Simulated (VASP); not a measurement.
# Al2As5 in VASP: further runs

Al2As5 is run at these levels: PBE; tasks: relaxation of cell and atoms, single point.

All numbers are computed with VASP 6.6.1; they aren't measurements. Logs are shortened: lines on timing, memory, paths and dates and some standing lists are left out, and cuts for length are marked.

## (1) The cell of the first run

It takes space group P3m1 (No. 156, trigonal). The conventional cell has a = 3.900 Å, b = 3.900 Å, c = 23.000 Å, α = 90.00°, β = 90.00°, γ = 120.00°. Al (site symmetry 3m) has 4 As at 2.40 to 2.45 Å within 3.2 Å. Al (site symmetry 3m) has 4 As at 2.40 to 2.45 Å within 3.2 Å. Within 3.2 Å of Al (site symmetry 3m) lie 4 As at 2.40 to 2.45 Å. Al (site symmetry 3m) has 4 As at 2.40 to 2.44 Å within 3.2 Å. As (site symmetry 3m) has 3 Al at 2.40 Å and 3 As at 3.06 Å within 3.2 Å. Within 3.2 Å of As (site symmetry 3m) lie 4 Al at 2.40 to 2.45 Å. Within 3.2 Å of As (site symmetry 3m) lie 4 Al at 2.40 to 2.45 Å. As (site symmetry 3m) has 4 Al at 2.40 to 2.45 Å within 3.2 Å.

## (2) Relaxation of cell and atoms, PBE

Input file INCAR:

```
SYSTEM = Al2As5
  ALGO = Normal
  EDIFF = 1E-6
  EDIFFG = -0.08
  ENCUT = 600
  GGA = PE
  IBRION = 2
  ISIF = 3
  ISMEAR = 0
  LASPH = .TRUE.
  LCHARG = .FALSE.
  LREAL = .FALSE.
  LWAVE = .FALSE.
  NELM = 100
  NSW = 36
  PREC = Accurate
  SIGMA = 0.2
```

Input file KPOINTS:

```
k-points
0
G
  5 5 1
  0 0 0
```

Input file POSCAR:

```
Al2As5
1.0
    3.9000000000      0.0000000000      0.0000000000
   -1.9500000000      3.3774990700      0.0000000000
    0.0000000000      0.0000000000     23.0000000000
Al As
4 10
Direct
    0.0000000000      0.0000000000      0.4265000000
    0.6666666700      0.3333333300      0.2840000000
    0.3333333300      0.6666666700      0.1420000000
    0.0000000000      0.0000000000      0.0000000000
    0.3333333300      0.6666666700      0.4620000000
    0.0000000000      0.0000000000      0.3200000000
    0.6666666700      0.3333333300      0.1775000000
    0.3333333300      0.6666666700      0.0355000000
    0.0000000000      0.0000000000      0.8940000000
    0.3333333300      0.6666666700      0.8380000000
    0.3333333300      0.6666666700      0.6950000000
    0.6666666700      0.3333333300      0.7510000000
    0.6666666700      0.3333333300      0.5520000000
    0.0000000000      0.0000000000      0.6080000000
```

Potentials or basis: VASP PAW PBE potentials, release 64 (Al, As).

Started as:

```console
> cat potpaw_PBE.64/Al/POTCAR potpaw_PBE.64/As/POTCAR > POTCAR
> mpirun -np 1 vasp_std > vasp.out
```

OUTCAR:

```text
SYSTEM = Al2As5
   EDIFF = 1E-6
   EDIFFG = -0.08
   ENCUT = 600
   GGA = PE
   IBRION = 2
   ISIF = 3
   ISMEAR = 0
   LASPH = .TRUE.
   LREAL = .FALSE.
   NELM = 100
   NSW = 36
   PREC = Accurate

 ion  position               nearest neighbor table
   1  0.000  0.000  0.426-   5 2.40   5 2.40   5 2.40   6 2.45
   2  0.667  0.333  0.284-   6 2.40   6 2.40   6 2.40   7 2.45
   3  0.333  0.667  0.142-   7 2.40   7 2.40   7 2.40   8 2.45
   4  0.000  0.000  0.000-   8 2.40   8 2.40   8 2.40   9 2.44
   5  0.333  0.667  0.462-   1 2.40   1 2.40   1 2.40
   6  0.000  0.000  0.320-   2 2.40   2 2.40   2 2.40   1 2.45
   7  0.667  0.333  0.178-   3 2.40   3 2.40   3 2.40   2 2.45
   8  0.333  0.667  0.035-   4 2.40   4 2.40   4 2.40   3 2.45
   9  0.000  0.000  0.894-   4 2.44  10 2.59  10 2.59  10 2.59
  10  0.333  0.667  0.838-   9 2.59   9 2.59   9 2.59
  11  0.333  0.667  0.695-  12 2.59  12 2.59  12 2.59
  12  0.667  0.333  0.751-  11 2.59  11 2.59  11 2.59
  13  0.667  0.333  0.552-  14 2.59  14 2.59  14 2.59
  14  0.000  0.000  0.608-  13 2.59  13 2.59  13 2.59

  LATTYP: Found a hexagonal cell.
 ALAT       =     3.9000000000
 C/A-ratio  =     5.8974358974

  Lattice vectors:

 A1 = (   3.9000000000,   0.0000000000,   0.0000000000)
 A2 = (  -1.9500000000,   3.3774990700,   0.0000000000)
 A3 = (   0.0000000000,   0.0000000000,  23.0000000000)

Analysis of symmetry for initial positions (statically):
=====================================================================
 Subroutine PRICEL returns:
 Original cell was already a primitive cell.

 Routine SETGRP: Setting up the symmetry group for a
 hexagonal supercell.

 Subroutine GETGRP returns: Found  6 space group operations
 (whereof  6 operations were pure point group operations)
 out of a pool of 24 trial point group operations.

The static configuration has the point symmetry C_3v.

Analysis of symmetry for dynamics (positions and initial velocities):
=====================================================================
 Subroutine PRICEL returns:
 Original cell was already a primitive cell.

 Routine SETGRP: Setting up the symmetry group for a
 hexagonal supercell.

 Subroutine GETGRP returns: Found  6 space group operations
 (whereof  6 operations were pure point group operations)
 out of a pool of 24 trial point group operations.

The dynamic configuration has the point symmetry C_3v.

 Subroutine INISYM returns: Found  6 space group operations
 (whereof  6 operations are pure point group operations),
 and found     1 'primitive' translations

----------------------------------------------------------------------------------------

                                     Primitive cell

  volume of cell :     302.9617

  direct lattice vectors                    reciprocal lattice vectors
     3.900000000  0.000000000  0.000000000     0.256410256  0.148038531  0.000000000
    -1.950000000  3.377499070  0.000000000     0.000000000  0.296077062  0.000000000
     0.000000000  0.000000000 23.000000000     0.000000000  0.000000000  0.043478261

  length of vectors
     3.900000000  3.899999996 23.000000000     0.296077061  0.296077062  0.043478261

  position of ions in fractional coordinates (direct lattice)
     0.000000000  0.000000000  0.426500000
     0.666666670  0.333333330  0.284000000
     0.333333330  0.666666670  0.142000000
     0.000000000  0.000000000  0.000000000
     0.333333330  0.666666670  0.462000000
     0.000000000  0.000000000  0.320000000
     0.666666670  0.333333330  0.177500000
     0.333333330  0.666666670  0.035500000
     0.000000000  0.000000000  0.894000000
     0.333333330  0.666666670  0.838000000
     0.333333330  0.666666670  0.695000000
     0.666666670  0.333333330  0.751000000
     0.666666670  0.333333330  0.552000000
     0.000000000  0.000000000  0.608000000

  ion indices of the primitive-cell ions
   primitive index   ion index
                 1           1
                 2           2
                 3           3
                 4           4
                 5           5
                 6           6
                 7           7
                 8           8
                 9           9
                10          10
                11          11
                12          12
                13          13
                14          14

----------------------------------------------------------------------------------------

 KPOINTS: k-points

Automatic generation of k-mesh.
 Grid dimensions read from file:
 generate k-points for:    5    5    1

 Generating k-lattice:

  Cartesian coordinates                     Fractional coordinates (reciprocal lattice)
     0.051282051  0.029607706  0.000000000     0.200000000  0.000000000  0.000000000
     0.000000000  0.059215412  0.000000000     0.000000000  0.200000000  0.000000000
     0.000000000  0.000000000  0.043478261     0.000000000  0.000000000  1.000000000

  Length of vectors
     0.059215412  0.059215412  0.043478261

  Shift w.r.t. Gamma in fractional coordinates (k-lattice)
     0.000000000  0.000000000  0.000000000

 Subroutine IBZKPT returns following result:
 ===========================================

 Found      5 irreducible k-points:

 Following reciprocal coordinates:
            Coordinates               Weight
  0.000000  0.000000  0.000000      1.000000
  0.200000  0.000000  0.000000      6.000000
  0.400000  0.000000  0.000000      6.000000
  0.200000  0.200000  0.000000      6.000000
  0.400000  0.200000  0.000000      6.000000
   k-points           NKPTS =      5   k-points in BZ     NKDIM =      5   number of bands    NBANDS=     39
   number of dos      NEDOS =    301   number of ions     NIONS =     14
   total plane-waves  NPLWV = 196608
   dimension x,y,z NGX =    32 NGY =   32 NGZ =  192
   dimension x,y,z NGXF=    64 NGYF=   64 NGZF=  384
   ions per type =               4  10
   NGX,Y,Z   is equivalent  to a cutoff of  13.64, 13.64, 13.88 a.u.
   NGXF,Y,Z  is equivalent  to a cutoff of  27.28, 27.28, 27.76 a.u.
 SYSTEM =  Al2As5
   PREC   = accura    normal or accurate (medium, high low for compatibility)
   ISTART =      0    job   : 0-new  1-cont  2-samecut
   ICHARG =      2    charge: 1-file 2-atom 10-const
   ISPIN  =      1    spin polarized calculation?
   LNONCOLLINEAR =      F non collinear calculations
   LSORBIT =      F    spin-orbit coupling
   LASPH  =      T    aspherical Exc in radial PAW
   ENCUT  =  600.0 eV  44.10 Ry    6.64 a.u.   7.79  7.79 45.94*2*pi/ulx,y,z
   NELM   =    100;   NELMIN=  2; NELMDL= -5     # of ELM steps
   EDIFF  = 0.1E-05   stopping-criterion for ELM
   LREAL  =      F    real-space projection
   EDIFFG = -.8E-01   stopping-criterion for IOM
   NSW    =     36    number of steps for IOM
   IBRION =      2    ionic relax: 0-MD 1-quasi-New 2-CG
   NFREE  =      1    steps in history (QN), initial steepest desc. (CG)
   ISIF   =      3    stress and relaxation
   ISYM   =      2    0-nonsym 1-usesym 2-fastsym
   POTIM  = 0.5000    time-step for ionic-motion
   TEBEG  =    0.0;   TEEND  =   0.0 temperature during run
   PSTRESS=    0.0 pullay stress
   NELECT =      62.0000    total number of electrons
   NUPDOWN=      -1.0000    fix difference up-down
   EMIN   =  10.00;   EMAX   =-10.00  energy-range for DOS
   EFERMI =   0.00;   METHOD = LEGACY
   ISMEAR =     0;   SIGMA  =   0.20  broadening in eV -4-tet -1-fermi 0-gaus
   EFERMI_NEDOS =   21; number of points for ismear=-14 and -15
   IALGO  =     38    algorithm
   IMIX   =      4    mixing-type and parameters
     AMIX     =   0.40;   BMIX     =  1.00
     AMIX_MAG =   1.60;   BMIX_MAG =  1.00
  volume/ion in A,a.u.               =      21.64       146.03
  Fermi-wavevector in a.u.,A,eV,Ry     =   0.964738  1.823091 12.663213  0.930720
  Thomas-Fermi vector in A             =   2.094395
   LORBIT       =      0    0 simple, 1 ext, 2 COOP (PROOUT), +10 PAW based schemes
   GGA     = PE    functional components
   LHFCALC =     F    Hartree Fock is set to
   AEXX    =    0.0000 exact exchange contribution
   IVDW    =     0    specifies the selected vdW correction
   LEPSILON=     F    determine dielectric tensor
   LRPA    =     F    only Hartree local field effects (RPA)
 conjugate gradient relaxation of ions
 non-spin polarized calculation
 Gauss-broadening in eV      SIGMA  =   0.20
  energy-cutoff  :      600.00
  volume of cell :      302.96
 maximum number of plane-waves:     10124
 NGX is ok and might be reduce to    32
   NGX = 15   NGY = 15   NGZ = 91

--------------------------------------- Ionic step        1  -------------------------------------------

 number of electron      62.0000000 magnetization

 Free energy of the ion-electron system (eV)
  ---------------------------------------------------
  ext. energy  EPLUGINS =         0.00000000
  ---------------------------------------------------
  free energy    TOTEN  =       -64.10555670 eV

  energy without entropy =      -64.10066816  energy(sigma->0) =      -64.10311243

 E-fermi :   5.0797     XC(G=0):  -9.5557

 val. band max:        4.7456019678   @ k =   0.2000   0.0000   0.0000
 cond. band min:       5.3928538829   @ k =   0.4000   0.0000   0.0000
 fundamental gap:      0.6472519151
 Fermi energy:         5.0796873112

 k-point     1 :       0.0000    0.0000    0.0000
  band No.  band energies     occupation
      1      -9.5425      2.00000
      2      -8.8993      2.00000
      3      -8.2363      2.00000
      4      -7.6973      2.00000
      5      -7.2374      2.00000
      6      -6.7686      2.00000
[... 336 lines left out ...]
  FREE ENERGIE OF THE ION-ELECTRON SYSTEM (eV)
  ---------------------------------------------------
  free  energy   TOTEN  =       -64.3742231409 eV

  energy  without entropy=      -64.3660829364  energy(sigma->0) =      -64.37015304

[... ionic steps 4 to 7 ...]

--------------------------------------- Ionic step        8  -------------------------------------------

 number of electron      62.0000001 magnetization

------------------------ aborting loop because EDIFF is reached ----------------------------------------

  FORCE on cell =-STRESS in cart. coord.  units (eV):
  Direction    XX          YY          ZZ          XY          YZ          ZX
  --------------------------------------------------------------------------------------
  -------------------------------------------------------------------------------------
  Total        0.1470053      0.1470053      0.1358195     -0.0000000     -0.0000000     -0.0000000
  in kB        0.7297614      0.7297614      0.6742332     -0.0000000     -0.0000000     -0.0000000
  external PRESSURE =       0.7112520 kB  Pullay stress =       0.0000000 kB
[... 81 lines left out ...]
  energy  without entropy=      -64.4222124019  energy(sigma->0) =      -64.43320810

--------------------------------------- Ionic step       10  -------------------------------------------

 number of electron      61.9999999 magnetization

 Free energy of the ion-electron system (eV)
  ---------------------------------------------------
  ext. energy  EPLUGINS =         0.00000000
  ---------------------------------------------------
  free energy    TOTEN  =       -64.44629087 eV

  energy without entropy =      -64.42334197  energy(sigma->0) =      -64.43481642

 E-fermi :   4.3975     XC(G=0):  -9.2800

 val. band max:        4.1738760841   @ k =   0.0000   0.0000   0.0000
 cond. band min:       4.5928133032   @ k =   0.4000   0.0000   0.0000
 fundamental gap:      0.4189372191
 Fermi energy:         4.3974708197

 k-point     1 :       0.0000    0.0000    0.0000
  band No.  band energies     occupation
      1      -9.7971      2.00000
      2      -9.3461      2.00000
      3      -8.5287      2.00000
      4      -8.0159      2.00000
      5      -7.5453      2.00000
      6      -7.0646      2.00000
[... 240 lines left out ...]
  FREE ENERGIE OF THE ION-ELECTRON SYSTEM (eV)
  ---------------------------------------------------
  free  energy   TOTEN  =       -64.4462908674 eV

  energy  without entropy=      -64.4233419650  energy(sigma->0) =      -64.43481642

 reached required accuracy - stopping structural energy minimisation
```

Run time: 8.6 min. Hardware: 1 thread of Oxide Virtual Turin-like, shared host; peak memory 0.48 GiB.

What came out:

- Free energy: -64.4463 eV
- Relaxed volume: 23.11 Å³/atom
- Relaxed cell: a = 3.968 Å, b = 3.968 Å, c = 23.725 Å, α = 90.00°, β = 90.00°, γ = 120.00°
- Space group after relaxing (to 0.05 Å): P3m1 (No. 156)
- Energy gained by relaxing: 24.3 meV/atom
- Ionic steps: 10
- Pressure after relaxing: -0.1 GPa
- Largest force after relaxing: 0.055 eV/Å
- Band gap on the k mesh: 0.42 eV, indirect (least direct gap 0.75 eV)

Forces in eV/Å, atoms in the order of the input:
```
Al   0.000  0.000 -0.015
Al   0.000  0.000  0.000
Al   0.000  0.000 -0.019
Al   0.000  0.000  0.036
As   0.000  0.000 -0.007
As   0.000  0.000 -0.015
As   0.000  0.000 -0.027
As   0.000  0.000  0.055
As   0.000  0.000  0.018
As   0.000  0.000  0.010
As   0.000  0.000  0.003
As   0.000  0.000 -0.011
As   0.000  0.000  0.016
As   0.000  0.000 -0.045
```

Step by step:
```csv
step,energy change (eV),largest force (eV/Å),pressure (GPa),volume (Å³)
1,0.0000,0.6644,4.35,302.96
2,-0.2304,0.6046,-1.75,329.48
3,-0.2687,0.5231,-0.26,321.78
4,-0.3055,0.3913,-0.08,321.86
5,-0.3189,0.3416,0.13,321.92
6,-0.3303,0.1645,-0.04,322.90
7,-0.3332,0.1612,-0.17,323.72
8,-0.3382,0.1295,0.07,322.75
9,-0.3386,0.1163,0.17,322.35
10,-0.3407,0.0553,-0.07,323.49
```

Final structure:
```
Al As
1.0
     3.96787    0.00000    0.00000
    -1.98394    3.43628    0.00000
     0.00000    0.00000   23.72540
Al As
4 10
Direct
  0.00000 0.00000 0.42489
  0.66667 0.33333 0.28351
  0.33333 0.66667 0.14182
  0.00000 0.00000 0.00009
  0.33333 0.66667 0.46266
  0.00000 0.00000 0.31913
  0.66667 0.33333 0.17770
  0.33333 0.66667 0.03567
  0.00000 0.00000 0.89355
  0.33333 0.66667 0.84292
  0.33333 0.66667 0.69310
  0.66667 0.33333 0.74581
  0.66667 0.33333 0.55581
  0.00000 0.00000 0.60885
```

Levels at points of the mesh, in eV from the valence-band top:
| k point | band 27 | band 28 | band 29 | band 30 | band 31 | band 32 | band 33 | band 34 | band 35 | band 36 |
| --- | --- | --- | --- | --- | --- | --- | --- | --- | --- | --- |
| (0.00, 0.00, 0.00) | -0.65 | -0.41 | -0.41 | 0.00 | 0.00 | 1.08 | 1.08 | 1.16 | 1.46 | 1.56 |

Caveat: the relaxation stopped at a loose force limit of 0.08 eV/Å, so its end isn't a converged minimum.

## (3) Single point, PBE

This run uses another cell than the first one, of 23.06 Å³/atom, 1.066 times its volume.

Input file INCAR:

```
  PREC = Accurate
  ENCUT = 520
  EDIFF = 1E-6
  ISMEAR = 0
  SIGMA = 0.2
  LREAL = F
  LASPH = T
  NELM = 100
  ALGO = Normal
  ISIF = 2
  LWAVE = F
  LCHARG = F
  GGA = PE
  NBANDS = 44
```

Input file KPOINTS:

```
Automatic mesh
0
Gamma
  6 6 1
```

Input file POSCAR:

```
Al2As5
1.0
    3.9628278556     -0.0004558724     -0.0008664161
   -1.9818128228      3.4316098457      0.0014717023
   -0.0054449503      0.0075644992     23.7425389989
Al As
4 10
Direct
    0.0003520108     -0.0017664811      0.4241223588
    0.6666346517      0.3320855427      0.2831637127
    0.3330501546      0.6662916246      0.1421224375
    0.0000941671      0.0004240063      0.0011821816
    0.3336899309      0.6646138618      0.4618319008
    0.9999840455     -0.0013862356      0.3185831580
    0.6664012043      0.3328301003      0.1776310851
    0.3334127475      0.6669861993      0.0365481310
   -0.0004708833      0.0020073266      0.8947466822
    0.3326688711      0.6693686934      0.8441741649
    0.3331944809      0.6679329448      0.6929303852
    0.6667516928      0.3338417958      0.7460340968
    0.6670605386      0.3338075013      0.5546569669
    0.0005097208     -0.0003702135      0.6077727387
```

Potentials or basis: VASP PAW PBE potentials, release 64 (Al, As).

Started as:

```console
> cat potpaw_PBE.64/Al/POTCAR potpaw_PBE.64/As/POTCAR > POTCAR
> mpirun -np 1 vasp_std > vasp.out
```

Run time: 8.2 min. Hardware: 1 thread of Oxide Virtual Turin-like, shared host; peak memory 0.46 GiB.

Results (log left out):

```
Free energy            : -64.4036 eV
Pressure               : 0.2 GPa
Largest force          : 0.030 eV/Å
Band gap on the k mesh : 0.23 eV, indirect (least direct gap 0.72 eV)
```

Forces in eV/Å, atoms in the order of the input:
```
Al   0.000  0.000 -0.007
Al   0.000  0.000 -0.006
Al   0.001  0.000 -0.009
Al  -0.001  0.001 -0.012
As   0.000  0.001  0.014
As   0.000  0.000  0.007
As   0.000  0.000  0.009
As  -0.001 -0.001  0.007
As   0.001 -0.001  0.025
As   0.001 -0.001 -0.030
As   0.002  0.000 -0.028
As   0.000 -0.001  0.025
As   0.000  0.000 -0.025
As  -0.002  0.001  0.029
```

Stress tensor (GPa, compression positive):
```
0.19 0.00 0.00
0.00 0.19 0.00
0.00 0.00 0.11
```

Levels at points of the mesh, in eV from the valence-band top:
```tsv
k point	band 28	band 29	band 30	band 31	band 32	band 33	band 34	band 35
(0.00, 0.00, 0.00)	-0.54	-0.54	-0.09	-0.09	1.01	1.01	1.10	1.36
(0.50, 0.00, 0.00)	-1.62	-1.58	-1.06	-0.76	0.24	0.84	1.21	1.48
(0.00, 0.50, 0.00)	-1.62	-1.58	-1.06	-0.76	0.23	0.84	1.21	1.48
(0.50, 0.50, 0.00)	-1.62	-1.58	-1.05	-0.76	0.26	0.83	1.21	1.48
```

A k mesh can miss the band edges.
